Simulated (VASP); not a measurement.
# BaTe (I4/mmm) in VASP: single point with HSE06

Aim: the single point of BaTe with HSE06.

Everything below comes from runs of VASP 6.6.1. Logs are shortened: lines on timing, memory, paths and dates and some standing lists are left out, and cuts for length are marked.

## Step 1: The cell of the first run

The structure is tetragonal, space group I4/mmm (No. 139). The conventional cell has a = 5.219 Å, b = 5.219 Å, c = 6.979 Å, α = 90.00°, β = 90.00°, γ = 90.00°. Ba (site symmetry 4/mmm) has 6 Te at 3.49 to 3.69 Å within 4.6 Å. Te (site symmetry 4/mmm) has 6 Ba at 3.49 to 3.69 Å within 4.6 Å.

## Step 2: Single point, HSE06 (epitaxial xy strain +4.5%)

File POSCAR:

```
BaTe
1.0
    0.0000000000      3.6902766683      3.4896019900
    3.6902766683      0.0000000000      3.4896019900
    3.6902766683      3.6902766683      0.0000000000
Ba Te
1 1
Direct
    0.0000000000      0.0000000000      0.0000000000
    0.5000000000      0.5000000000      0.5000000000
```

File INCAR.step1:

```
SYSTEM = BaTe
PREC     = Accurate       ! precision mode
ENCUT    = 520            ! plane-wave cutoff, eV
EDIFF    = 1E-5           ! SCF threshold, eV
ISMEAR   = 0              ! smearing method
SIGMA    = 0.01           ! smearing width, eV
LREAL    = .FALSE.        ! projectors in reciprocal space
LASPH    = .TRUE.         ! aspherical terms in the spheres
NELM     = 80             ! most SCF steps
ALGO     = Normal         ! electronic algorithm
ISIF     = 2              ! what is computed and relaxed
LWAVE    = .TRUE.         ! write WAVECAR
LCHARG   = .FALSE.        ! write CHGCAR
GGA      = PE             ! functional
NBANDS   = 15             ! bands
```

File INCAR.step2:

```
SYSTEM = BaTe
PREC     = Accurate       ! precision mode
ENCUT    = 520            ! plane-wave cutoff, eV
EDIFF    = 1E-7           ! SCF threshold, eV
ISMEAR   = 0              ! smearing method
SIGMA    = 0.01           ! smearing width, eV
LREAL    = .FALSE.        ! projectors in reciprocal space
LASPH    = .TRUE.         ! aspherical terms in the spheres
NELM     = 80             ! most SCF steps
ALGO     = Normal         ! electronic algorithm
ISIF     = 2              ! what is computed and relaxed
LWAVE    = .FALSE.        ! write WAVECAR
LCHARG   = .FALSE.        ! write CHGCAR
GGA      = PE             ! functional
LHFCALC  = .TRUE.         ! exact exchange
HFSCREEN = 0.2079         ! screening, 1/A
PRECFOCK = Normal       
ISTART   = 1            
NBANDS   = 15             ! bands
```

File KPOINTS:

```
regular mesh
0
G
  4 4 4
  0 0 0
```

Potentials or basis: VASP PAW PBE potentials, release 64 (Ba_sv, Te).

The run is started by

```bash
$ cat potpaw_PBE.64/Ba_sv/POTCAR potpaw_PBE.64/Te/POTCAR > POTCAR
$ cp INCAR.step1 INCAR
$ mpirun -np 1 vasp_std > vasp.out
$ cp INCAR.step2 INCAR
$ mpirun -np 1 vasp_std > vasp.out
```

OUTCAR:

```text
SYSTEM = BaTe
   PREC = Accurate
   ENCUT = 520
   EDIFF = 1E-7
   ISMEAR = 0
   LREAL = .FALSE.
   LASPH = .TRUE.
   NELM = 80
   ISIF = 2
   GGA = PE
   LHFCALC = .TRUE.
   HFSCREEN = 0.2079
   PRECFOCK = Normal
   ISTART = 1

 ion  position               nearest neighbor table
   1  0.000  0.000  0.000-   2 3.49   2 3.49   2 3.69   2 3.69   2 3.69   2 3.69
   2  0.500  0.500  0.500-   1 3.49   1 3.49   1 3.69   1 3.69   1 3.69   1 3.69

  LATTYP: Found a body centered tetragonal cell.
 ALAT       =     5.2188393132
 C/A-ratio  =     1.3373096126

  Lattice vectors:

 A1 = (   0.0000000000,  -3.6902766683,  -3.4896019900)
 A2 = (   0.0000000000,   3.6902766683,  -3.4896019900)
 A3 = (   3.6902766683,   0.0000000000,   3.4896019900)

Analysis of symmetry for initial positions (statically):
=====================================================================
 Subroutine PRICEL returns:
 Original cell was already a primitive cell.

 Routine SETGRP: Setting up the symmetry group for a
 body centered tetragonal supercell.

 Subroutine GETGRP returns: Found 16 space group operations
 (whereof 16 operations were pure point group operations)
 out of a pool of 16 trial point group operations.

The static configuration has the point symmetry D_4h.

Analysis of symmetry for dynamics (positions and initial velocities):
=====================================================================
 Subroutine PRICEL returns:
 Original cell was already a primitive cell.

 Routine SETGRP: Setting up the symmetry group for a
 body centered tetragonal supercell.

 Subroutine GETGRP returns: Found 16 space group operations
 (whereof 16 operations were pure point group operations)
 out of a pool of 16 trial point group operations.

The dynamic configuration has the point symmetry D_4h.

 Subroutine INISYM returns: Found 16 space group operations
 (whereof 16 operations are pure point group operations),
 and found     1 'primitive' translations

----------------------------------------------------------------------------------------

                                     Primitive cell

  volume of cell :      95.0438

  direct lattice vectors                    reciprocal lattice vectors
     0.000000000  3.690276668  3.489601990    -0.135491196  0.135491196  0.143282816
     3.690276668  0.000000000  3.489601990     0.135491196 -0.135491196  0.143282816
     3.690276668  3.690276668  0.000000000     0.135491196  0.135491196 -0.143282816

[... 89 lines left out ...]
   IMIX   =      1    mixing-type and parameters
     AMIX     =   0.40;   BMIX     =  1.00
     AMIX_MAG =   1.60;   BMIX_MAG =  1.00
  volume/ion in A,a.u.               =      47.52       320.69
  Fermi-wavevector in a.u.,A,eV,Ry     =   0.903941  1.708201 11.117455  0.817110
  Thomas-Fermi vector in A             =   2.027328
   LORBIT       =      0    0 simple, 1 ext, 2 COOP (PROOUT), +10 PAW based schemes
   GGA     = PE    functional components
   LHFCALC =     T    Hartree Fock is set to
   PRECFOCK=normal    Normal, Fast or Accurate (Low or Medium for compatibility)
   ENCUT4O =  -1.0   cutoff for four orbital integrals eV
   NKREDX  =     1    reduce k-point grid by
   NKREDY  =     1    reduce k-point grid by
   NKREDZ  =     1    reduce k-point grid by
   AEXX    =    0.2500 exact exchange contribution
   HFSCREEN=    0.2079 screening length (either q_TF or 0.3 A-1)
   HFSCREENC=   0.2079 screening length for correlation (either q_TF or 0.3 A-1)
   ENCUTFOCK=  -1.0 apply spherical cutoff to Coloumb kernel
   IVDW    =     0    specifies the selected vdW correction
   LEPSILON=     F    determine dielectric tensor
   LRPA    =     F    only Hartree local field effects (RPA)
 non-spin polarized calculation
 Gauss-broadening in eV      SIGMA  =   0.01
  energy-cutoff  :      520.00
  volume of cell :       95.04
 maximum number of plane-waves:      2605
 NGX is ok and might be reduce to    40
  NGX = 30; NGY = 30; NGZ = 30

 number of electron      16.0000000 magnetization

 Free energy of the ion-electron system (eV)
  ---------------------------------------------------
  ext. energy  EPLUGINS =         0.00000000
  ---------------------------------------------------
  free energy    TOTEN  =        -9.72877432 eV

  energy without entropy =       -9.72877432  energy(sigma->0) =       -9.72877432

 E-fermi :   1.3278     XC(G=0):  -6.5913

 val. band max:        1.2181800524   @ k =   0.0000   0.0000   0.0000
 cond. band min:       3.5924688592   @ k =   0.5000   0.5000   0.0000
 fundamental gap:      2.3742888067
 Fermi energy:         1.3277915210

 k-point     1 :       0.0000    0.0000    0.0000
  band No.  band energies     occupation
      1     -28.0505      2.00000
      2     -12.1254      2.00000
      3     -12.1202      2.00000
      4     -12.1202      2.00000
      5      -9.0107      2.00000
      6       1.1342      2.00000
      7       1.1342      2.00000
      8       1.2182      2.00000
      9       4.3350      0.00000
     10       4.8641      0.00000
     11       4.8641      0.00000
     12       5.1968      0.00000
     13       5.3906      0.00000
     14       5.7083      0.00000
[... 203 lines left out ...]
      2     -12.2616      2.00000
      3     -12.2169      2.00000
      4     -12.2169      2.00000
      5      -8.5753      2.00000
      6      -0.1736      2.00000
      7       0.1531      2.00000
      8       0.1531      2.00000
      9       5.7107      0.00000
     10       5.7107      0.00000
     11       6.4182      0.00000
     12       6.6873      0.00000
     13       7.5072      0.00000
     14       9.9913      0.00000
     15       9.9913      0.00000

------------------------ aborting loop because EDIFF is reached ----------------------------------------

  FORCE on cell =-STRESS in cart. coord.  units (eV):
  Direction    XX          YY          ZZ          XY          YZ          ZX
  --------------------------------------------------------------------------------------
  -------------------------------------------------------------------------------------
  Total       -1.5263537     -1.5263537      0.0044381      0.0000000      0.0000000      0.0000000
  in kB      -25.7301316    -25.7301316      0.0748149      0.0000000      0.0000000      0.0000000
  external PRESSURE =     -17.1284828 kB  Pullay stress =       0.0000000 kB

 VOLUME and BASIS-vectors are now :
 -----------------------------------------------------------------------------
  energy-cutoff  :      520.00
  volume of cell :       95.04
      direct lattice vectors                 reciprocal lattice vectors
     0.000000000  3.690276668  3.489601990    -0.135491196  0.135491196  0.143282816
     3.690276668  0.000000000  3.489601990     0.135491196 -0.135491196  0.143282816
     3.690276668  3.690276668  0.000000000     0.135491196  0.135491196 -0.143282816

 POSITION                                       TOTAL-FORCE (eV/Angst)
 -----------------------------------------------------------------------------------
      0.00000      0.00000      0.00000         0.000000      0.000000      0.000000
      3.69028      3.69028      3.48960         0.000000      0.000000      0.000000
 -----------------------------------------------------------------------------------
    total drift:                                0.000000     -0.000000     -0.000000

  FREE ENERGIE OF THE ION-ELECTRON SYSTEM (eV)
  ---------------------------------------------------
  free  energy   TOTEN  =        -9.7287743199 eV

  energy  without entropy=       -9.7287743199  energy(sigma->0) =       -9.72877432
```

OSZICAR.step1:

```text
N       E                     dE             d eps       ncg     rms          rms(c)
DAV:   1     0.801530738628E+02    0.80153E+02   -0.62584E+03   390   0.884E+02
DAV:   2    -0.332723553474E+01   -0.83480E+02   -0.77757E+02   495   0.153E+02
DAV:   3    -0.856570960920E+01   -0.52385E+01   -0.52002E+01   540   0.391E+01
DAV:   4    -0.870147203211E+01   -0.13576E+00   -0.13574E+00   516   0.642E+00
DAV:   5    -0.870303034232E+01   -0.15583E-02   -0.15583E-02   549   0.648E-01    0.334E+00
DAV:   6    -0.855433872216E+01    0.14869E+00   -0.18070E-01   467   0.196E+00    0.219E+00
DAV:   7    -0.855400407024E+01    0.33465E-03   -0.13512E-01   525   0.190E+00    0.851E-01
DAV:   8    -0.856306081938E+01   -0.90567E-02   -0.17920E-02   397   0.871E-01    0.185E-01
DAV:   9    -0.856356338877E+01   -0.50257E-03   -0.12846E-03   502   0.220E-01    0.704E-02
DAV:  10    -0.856382084394E+01   -0.25746E-03   -0.38049E-04   440   0.121E-01    0.143E-02
DAV:  11    -0.856385243988E+01   -0.31596E-04   -0.64093E-05   467   0.457E-02    0.212E-02
DAV:  12    -0.856385137654E+01    0.10633E-05   -0.53877E-06   328   0.143E-02
   1 F= -.85638514E+01 E0= -.85638514E+01  d E =-.133157E-44
```

It took 25 min on 1 thread of Intel Xeon Platinum 8375C at 2.90GHz (Ice Lake), shared host; peak memory 0.36 GiB.

What came out:

| Quantity | Value |
| --- | --- |
| Free energy | -9.7288 eV |
| Pressure | -1.7 GPa |
| Band gap on the k mesh | 2.37 eV (least direct gap 2.80 eV) |

Levels at points of the mesh, in eV from the valence-band top:
```csv
k point,band 4,band 5,band 6,band 7,band 8,band 9,band 10,band 11,band 12,band 13
"(0.00, 0.00, 0.00)",-13.34,-10.23,-0.08,-0.08,0.00,3.12,3.65,3.65,3.98,4.17
"(0.50, 0.00, 0.00)",-13.34,-9.62,-2.18,-1.08,-1.03,4.68,5.41,5.60,5.71,7.31
"(0.50, 0.50, 0.00)",-13.41,-10.01,-1.13,-0.56,-0.56,2.37,4.99,5.22,6.18,6.36
"(0.50, 0.00, 0.50)",-13.38,-10.03,-1.32,-0.45,-0.41,2.39,4.81,5.30,6.05,6.27
```

Caveat: the cell differs from its parent crystal (epitaxial xy strain +4.5%); the PAW data sets were made with another functional, which shifts forces and pressure a little; spin-orbit coupling is left out, which moves the levels of the heavy elements. A k mesh can miss the band edges.
